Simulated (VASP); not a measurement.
# RbBr (P4/mmm) in VASP: further runs

RbBr is run at these levels: PBEsol; tasks: single point.

All numbers are computed with VASP 6.6.1; they aren't measurements. Logs are shortened: lines on timing, memory, paths and dates and some standing lists are left out, and cuts for length are marked.

### 1 The cell of the first run

The structure is tetragonal, space group P4/mmm (No. 123). Conventional cell: a = 4.332 Å, b = 4.332 Å, c = 3.920 Å, α = 90.00°, β = 90.00°, γ = 90.00°. Within 4.8 Å of Rb (site symmetry 4/mmm) lie 8 Br at 3.64 Å and 6 Rb at 3.92 to 4.33 Å. Within 4.8 Å of Br (site symmetry 4/mmm) lie 8 Rb at 3.64 Å and 6 Br at 3.92 to 4.33 Å.

### 2 Single point, PBEsol (strain +0.050 along x and y, -0.050 along z)

The input, INCAR:

```
SYSTEM = RbBr
ALGO     = Normal         ! electronic algorithm
EDIFF    = 1E-7           ! SCF threshold, eV
ENCUT    = 520            ! plane-wave cutoff, eV
GGA      = PS             ! functional
ISIF     = 2              ! what is computed and relaxed
ISMEAR   = 0              ! smearing method
LASPH    = .TRUE.         ! aspherical terms in the spheres
LCHARG   = .FALSE.        ! write CHGCAR
LREAL    = .FALSE.        ! projectors in reciprocal space
LWAVE    = .FALSE.        ! write WAVECAR
NBANDS   = 15             ! bands
NELM     = 100            ! most SCF steps
PREC     = Accurate       ! precision mode
SIGMA    = 0.05           ! smearing width, eV
```

The input, KPOINTS:

```
k-points
0
G
  6 6 6
  0 0 0
```

The input, POSCAR:

```
RbBr
1.0
    4.3323811650      0.0000000000      0.0000000000
    0.0000000000      4.3323811650      0.0000000000
    0.0000000000      0.0000000000      3.9197734350
Rb Br
1 1
Direct
    0.0000000000      0.0000000000      0.0000000000
    0.5000000000      0.5000000000      0.5000000000
```

Potentials or basis: VASP PAW PBE potentials, release 64 (Rb_sv, Br).

Launch:

```sh
> cat potpaw_PBE.64/Rb_sv/POTCAR potpaw_PBE.64/Br/POTCAR > POTCAR
> mpirun -np 1 vasp_std > vasp.out
```

OUTCAR:

```text
SYSTEM = RbBr
   EDIFF = 1E-7
   ENCUT = 520
   GGA = PS
   ISIF = 2
   ISMEAR = 0
   LASPH = .TRUE.
   LREAL = .FALSE.
   NELM = 100
   PREC = Accurate

 ion  position               nearest neighbor table
   1  0.000  0.000  0.000-   2 3.64   2 3.64   2 3.64   2 3.64   2 3.64   2 3.64   2 3.64   2 3.64

   2  0.500  0.500  0.500-   1 3.64   1 3.64   1 3.64   1 3.64   1 3.64   1 3.64   1 3.64   1 3.64

  LATTYP: Found a simple tetragonal cell.
 ALAT       =     4.3323811650
 C/A-ratio  =     0.9047619048

  Lattice vectors:

 A1 = (   4.3323811650,   0.0000000000,   0.0000000000)
 A2 = (   0.0000000000,   4.3323811650,   0.0000000000)
 A3 = (   0.0000000000,   0.0000000000,   3.9197734350)

Analysis of symmetry for initial positions (statically):
=====================================================================
 Subroutine PRICEL returns:
 Original cell was already a primitive cell.

 Routine SETGRP: Setting up the symmetry group for a
 simple tetragonal supercell.

 Subroutine GETGRP returns: Found 16 space group operations
 (whereof 16 operations were pure point group operations)
 out of a pool of 16 trial point group operations.

The static configuration has the point symmetry D_4h.

Analysis of symmetry for dynamics (positions and initial velocities):
=====================================================================
 Subroutine PRICEL returns:
 Original cell was already a primitive cell.

 Routine SETGRP: Setting up the symmetry group for a
 simple tetragonal supercell.

 Subroutine GETGRP returns: Found 16 space group operations
 (whereof 16 operations were pure point group operations)
 out of a pool of 16 trial point group operations.

The dynamic configuration has the point symmetry D_4h.

 Subroutine INISYM returns: Found 16 space group operations
 (whereof 16 operations are pure point group operations),
 and found     1 'primitive' translations

----------------------------------------------------------------------------------------

                                     Primitive cell

  volume of cell :      73.5723

  direct lattice vectors                    reciprocal lattice vectors
     4.332381165  0.000000000  0.000000000     0.230819949  0.000000000  0.000000000
     0.000000000  4.332381165  0.000000000     0.000000000  0.230819949  0.000000000
     0.000000000  0.000000000  3.919773435     0.000000000  0.000000000  0.255116786

  length of vectors
     4.332381165  4.332381165  3.919773435     0.230819949  0.230819949  0.255116786

  position of ions in fractional coordinates (direct lattice)
     0.000000000  0.000000000  0.000000000
     0.500000000  0.500000000  0.500000000

  ion indices of the primitive-cell ions
   primitive index   ion index
                 1           1
                 2           2

----------------------------------------------------------------------------------------

 KPOINTS: k-points

Automatic generation of k-mesh.
 Grid dimensions read from file:
 generate k-points for:    6    6    6

 Generating k-lattice:

  Cartesian coordinates                     Fractional coordinates (reciprocal lattice)
     0.038469992  0.000000000  0.000000000     0.166666667  0.000000000  0.000000000
     0.000000000  0.038469992  0.000000000     0.000000000  0.166666667  0.000000000
     0.000000000  0.000000000  0.042519464     0.000000000  0.000000000  0.166666667

  Length of vectors
     0.038469992  0.038469992  0.042519464

  Shift w.r.t. Gamma in fractional coordinates (k-lattice)
     0.000000000  0.000000000  0.000000000

 Subroutine IBZKPT returns following result:
 ===========================================

 Found     40 irreducible k-points:

 Following reciprocal coordinates:
            Coordinates               Weight
  0.000000  0.000000  0.000000      1.000000
  0.166667  0.000000  0.000000      4.000000
  0.333333  0.000000  0.000000      4.000000
  0.500000  0.000000  0.000000      2.000000
  0.166667  0.166667  0.000000      4.000000
  0.333333  0.166667  0.000000      8.000000
[... 16 lines left out ...]
  0.333333  0.000000  0.333333      8.000000
  0.500000  0.000000  0.333333      4.000000
 [... further k-points ...]
   k-points           NKPTS =     40   k-points in BZ     NKDIM =     40   number of bands    NBANDS=     15
   number of dos      NEDOS =    301   number of ions     NIONS =      2
   total plane-waves  NPLWV =  30720
   dimension x,y,z NGX =    32 NGY =   32 NGZ =   30
   dimension x,y,z NGXF=    64 NGYF=   64 NGZF=   60
   ions per type =               1   1
   NGX,Y,Z   is equivalent  to a cutoff of  12.28, 12.28, 12.72 a.u.
   NGXF,Y,Z  is equivalent  to a cutoff of  24.56, 24.56, 25.45 a.u.
 SYSTEM =  RbBr
   PREC   = accura    normal or accurate (medium, high low for compatibility)
   ISTART =      0    job   : 0-new  1-cont  2-samecut
   ICHARG =      2    charge: 1-file 2-atom 10-const
   ISPIN  =      1    spin polarized calculation?
   LNONCOLLINEAR =      F non collinear calculations
   LSORBIT =      F    spin-orbit coupling
   LASPH  =      T    aspherical Exc in radial PAW
   ENCUT  =  520.0 eV  38.22 Ry    6.18 a.u.   8.06  8.06  7.29*2*pi/ulx,y,z
   NELM   =    100;   NELMIN=  2; NELMDL= -5     # of ELM steps
   EDIFF  = 0.1E-06   stopping-criterion for ELM
   LREAL  =      F    real-space projection
   EDIFFG = 0.1E-05   stopping-criterion for IOM
   NSW    =      0    number of steps for IOM
   IBRION =     -1    ionic relax: 0-MD 1-quasi-New 2-CG
   NFREE  =      0    steps in history (QN), initial steepest desc. (CG)
   ISIF   =      2    stress and relaxation
   ISYM   =      2    0-nonsym 1-usesym 2-fastsym
   POTIM  = 0.5000    time-step for ionic-motion
   TEBEG  =    0.0;   TEEND  =   0.0 temperature during run
   PSTRESS=    0.0 pullay stress
   NELECT =      16.0000    total number of electrons
   NUPDOWN=      -1.0000    fix difference up-down
   EMIN   =  10.00;   EMAX   =-10.00  energy-range for DOS
   EFERMI =   0.00;   METHOD = LEGACY
   ISMEAR =     0;   SIGMA  =   0.05  broadening in eV -4-tet -1-fermi 0-gaus
   EFERMI_NEDOS =   21; number of points for ismear=-14 and -15
   IALGO  =     38    algorithm
   IMIX   =      4    mixing-type and parameters
     AMIX     =   0.40;   BMIX     =  1.00
     AMIX_MAG =   1.60;   BMIX_MAG =  1.00
  volume/ion in A,a.u.               =      36.79       248.25
  Fermi-wavevector in a.u.,A,eV,Ry     =   0.984487  1.860411 13.186971  0.969215
  Thomas-Fermi vector in A             =   2.115724
   LORBIT       =      0    0 simple, 1 ext, 2 COOP (PROOUT), +10 PAW based schemes
   GGA     = PS    functional components
   LHFCALC =     F    Hartree Fock is set to
   AEXX    =    0.0000 exact exchange contribution
   IVDW    =     0    specifies the selected vdW correction
   LEPSILON=     F    determine dielectric tensor
   LRPA    =     F    only Hartree local field effects (RPA)
 non-spin polarized calculation
 Gauss-broadening in eV      SIGMA  =   0.05
  energy-cutoff  :      520.00
  volume of cell :       73.57
 maximum number of plane-waves:      2016
   NGX = 17   NGY = 17   NGZ = 15

 number of electron      16.0000000 magnetization

 Free energy of the ion-electron system (eV)
  ---------------------------------------------------
  ext. energy  EPLUGINS =         0.00000000
  ---------------------------------------------------
  free energy    TOTEN  =        -6.23564744 eV

  energy without entropy =       -6.23564744  energy(sigma->0) =       -6.23564744

 E-fermi :  -0.4064     XC(G=0):  -7.9169

 val. band max:       -0.6302293669   @ k =   0.5000   0.5000   0.0000
 cond. band min:       2.7308057568   @ k =   0.0000   0.0000   0.0000
 fundamental gap:      3.3610351237
 Fermi energy:        -0.4064240776

 k-point     1 :       0.0000    0.0000    0.0000
  band No.  band energies     occupation
      1     -26.1261      2.00000
      2     -13.5188      2.00000
      3     -10.1404      2.00000
      4     -10.1404      2.00000
      5     -10.0565      2.00000
      6      -1.2636      2.00000
      7      -1.2636      2.00000
      8      -0.7431      2.00000
      9       2.7308      0.00000
     10       4.3449      0.00000
     11       4.7797      0.00000
     12       8.2352      0.00000
     13       9.1281      0.00000
     14       9.1281      0.00000
     15      10.8367      0.00000

 k-point     2 :       0.1667    0.0000    0.0000
  band No.  band energies     occupation
      1     -26.1232      2.00000
      2     -13.5216      2.00000
      3     -10.1557      2.00000
      4     -10.1315      2.00000
      5     -10.0502      2.00000
      6      -1.6851      2.00000
      7      -1.2919      2.00000
      8      -0.7521      2.00000
      9       3.3430      0.00000
     10       4.7719      0.00000
     11       5.0206      0.00000
     12       8.2448      0.00000
     13       9.0379      0.00000
     14       9.2503      0.00000
     15       9.9529      0.00000

 k-point     3 :       0.3333    0.0000    0.0000
  band No.  band energies     occupation
      1     -26.1174      2.00000
      2     -13.5283      2.00000
      3     -10.1819      2.00000
      4     -10.1135      2.00000
      5     -10.0375      2.00000
      6      -2.3289      2.00000
      7      -1.3493      2.00000
      8      -0.7710      2.00000
      9       4.5569      0.00000
     10       5.4251      0.00000
     11       5.8827      0.00000
     12       8.4283      0.00000
     13       8.5171      0.00000
     14       8.9697      0.00000
     15       9.5418      0.00000
[... 343 lines left out ...]
 k-point    23 :       0.3333    0.0000    0.3333
  band No.  band energies     occupation
      1     -26.0915      2.00000
      2     -13.3870      2.00000
      3     -10.4034      2.00000
      4     -10.2227      2.00000
      5     -10.0687      2.00000
      6      -2.0325      2.00000
      7      -1.7915      2.00000
      8      -1.1733      2.00000
      9       4.8121      0.00000
     10       5.2779      0.00000
     11       6.9170      0.00000
     12       7.5793      0.00000
     13       7.6186      0.00000
     14       7.9428      0.00000
     15       9.9022      0.00000

 k-point    24 :       0.5000    0.0000    0.3333
  band No.  band energies     occupation
      1     -26.0889      2.00000
      2     -13.3638      2.00000
      3     -10.4221      2.00000
      4     -10.2728      2.00000
      5     -10.0624      2.00000
      6      -2.0565      2.00000
      7      -1.8336      2.00000
      8      -1.1456      2.00000
      9       4.7410      0.00000
     10       5.0731      0.00000
     11       6.7924      0.00000
     12       7.1562      0.00000
     13       7.8299      0.00000
     14       9.1185      0.00000
     15       9.9475      0.00000

 [... further k-points ...]

------------------------ aborting loop because EDIFF is reached ----------------------------------------

  FORCE on cell =-STRESS in cart. coord.  units (eV):
  Direction    XX          YY          ZZ          XY          YZ          ZX
  --------------------------------------------------------------------------------------
  -------------------------------------------------------------------------------------
  Total       -0.9507113     -0.9507113      0.3638887      0.0000000      0.0000000      0.0000000
  in kB      -20.7035574    -20.7035574      7.9243733      0.0000000      0.0000000      0.0000000
  external PRESSURE =     -11.1609138 kB  Pullay stress =       0.0000000 kB

 VOLUME and BASIS-vectors are now :
 -----------------------------------------------------------------------------
  energy-cutoff  :      520.00
  volume of cell :       73.57
      direct lattice vectors                 reciprocal lattice vectors
     4.332381165  0.000000000  0.000000000     0.230819949  0.000000000  0.000000000
     0.000000000  4.332381165  0.000000000     0.000000000  0.230819949  0.000000000
     0.000000000  0.000000000  3.919773435     0.000000000  0.000000000  0.255116786

 POSITION                                       TOTAL-FORCE (eV/Angst)
 -----------------------------------------------------------------------------------
      0.00000      0.00000      0.00000         0.000000      0.000000      0.000000
      2.16619      2.16619      1.95989         0.000000      0.000000      0.000000
 -----------------------------------------------------------------------------------
    total drift:                                0.000000      0.000000     -0.000000

  FREE ENERGIE OF THE ION-ELECTRON SYSTEM (eV)
  ---------------------------------------------------
  free  energy   TOTEN  =        -6.2356474400 eV

  energy  without entropy=       -6.2356474400  energy(sigma->0) =       -6.23564744
```

Wall time 39 s (1 thread of Intel Xeon 8259CL, shared host); peak memory 0.2 GiB.

What came out:

* Free energy: -6.2356 eV
* Pressure: -1.1 GPa
* Band gap on the k mesh: 3.36 eV (least direct gap 3.47 eV)

Levels at points of the mesh, in eV from the valence-band top:
```csv
k point,band 5,band 6,band 7,band 8,band 9,band 10,band 11,band 12
"(0.00, 0.00, 0.00)",-9.43,-0.63,-0.63,-0.11,3.36,4.98,5.41,8.87
"(0.50, 0.00, 0.00)",-9.40,-1.97,-0.75,-0.15,6.14,6.29,6.92,8.41
"(0.50, 0.50, 0.00)",-9.38,-1.35,-1.35,0.00,4.64,6.16,8.20,8.20
"(0.00, 0.00, 0.50)",-9.44,-2.01,-0.62,-0.62,6.48,6.60,7.24,8.15
"(0.50, 0.00, 0.50)",-9.42,-1.48,-1.23,-0.43,4.92,5.47,7.04,7.37
"(0.50, 0.50, 0.50)",-9.62,-1.69,-1.51,-1.51,7.47,7.47,7.87,8.32
```

Caveat: the cell differs from its parent crystal (strain +0.050 along x and y, -0.050 along z); the PAW data sets were made with another functional, which shifts forces and pressure a little.

### 3 Single point, PBEsol (strain +0.050 along x and y, -0.025 along z)

The input, INCAR:

```
SYSTEM = RbBr
PREC     = Accurate       ! precision mode
ENCUT    = 520            ! plane-wave cutoff, eV
EDIFF    = 1E-6           ! SCF threshold, eV
ISMEAR   = 0              ! smearing method
SIGMA    = 0.05           ! smearing width, eV
LREAL    = .False.        ! projectors in reciprocal space
LASPH    = .True.         ! aspherical terms in the spheres
NELM     = 100            ! most SCF steps
ALGO     = Normal         ! electronic algorithm
ISIF     = 2              ! what is computed and relaxed
LWAVE    = .False.        ! write WAVECAR
LCHARG   = .True.         ! write CHGCAR
GGA      = PS             ! functional
LELF     = .True.         ! ELF
LVHAR    = .True.       
NBANDS   = 15             ! bands
```

The input, KPOINTS:

```
regular mesh
0
Gamma
  6 6 6
  0 0 0
```

Changes to POSCAR since step 2:

```diff
@@ -4,3 +4,3 @@
     0.0000000000      4.3323811650      0.0000000000
-    0.0000000000      0.0000000000      3.9197734350
+    0.0000000000      0.0000000000      4.0229253675
 Rb Br
```

Potentials or basis: VASP PAW PBE potentials, release 64 (Rb_sv, Br).

Launch:

```sh
> cat potpaw_PBE.64/Rb_sv/POTCAR potpaw_PBE.64/Br/POTCAR > POTCAR
> mpirun -np 1 vasp_std > vasp.out
```

Wall time 35 s (1 thread of Intel Xeon 8259CL, shared host); peak memory 0.2 GiB.

Results (log left out):

| Item | Value |
| --- | --- |
| Free energy | -6.2402 eV |
| Pressure | -1.4 GPa |
| Band gap on the k mesh | 3.43 eV (least direct gap 3.55 eV) |

Stress tensor (GPa, compression positive):
```
-2.07  0.00  0.00
 0.00 -2.07  0.00
 0.00  0.00 -0.04
```

Levels at points of the mesh, in eV from the valence-band top:
```csv
k point,band 4,band 5,band 6,band 7,band 8,band 9,band 10,band 11,band 12,band 13
"(0.00, 0.00, 0.00)",-9.42,-9.37,-0.49,-0.49,-0.12,3.43,5.17,5.47,9.07,9.70
"(0.50, 0.00, 0.00)",-9.38,-9.34,-1.80,-0.57,-0.16,6.32,6.32,6.91,8.44,9.39
"(0.50, 0.50, 0.00)",-9.63,-9.32,-1.21,-1.21,0.00,4.78,6.12,8.09,8.09,9.72
"(0.00, 0.00, 0.50)",-9.36,-9.36,-1.82,-0.49,-0.49,6.44,6.66,7.16,8.26,8.91
"(0.50, 0.00, 0.50)",-9.59,-9.34,-1.30,-1.13,-0.30,5.00,5.62,7.26,7.50,9.82
"(0.50, 0.50, 0.50)",-9.54,-9.54,-1.50,-1.37,-1.37,7.54,7.54,7.80,8.44,8.44
```

Caveat: the cell differs from its parent crystal (strain +0.050 along x and y, -0.025 along z); the PAW data sets were made with another functional, which shifts forces and pressure a little.
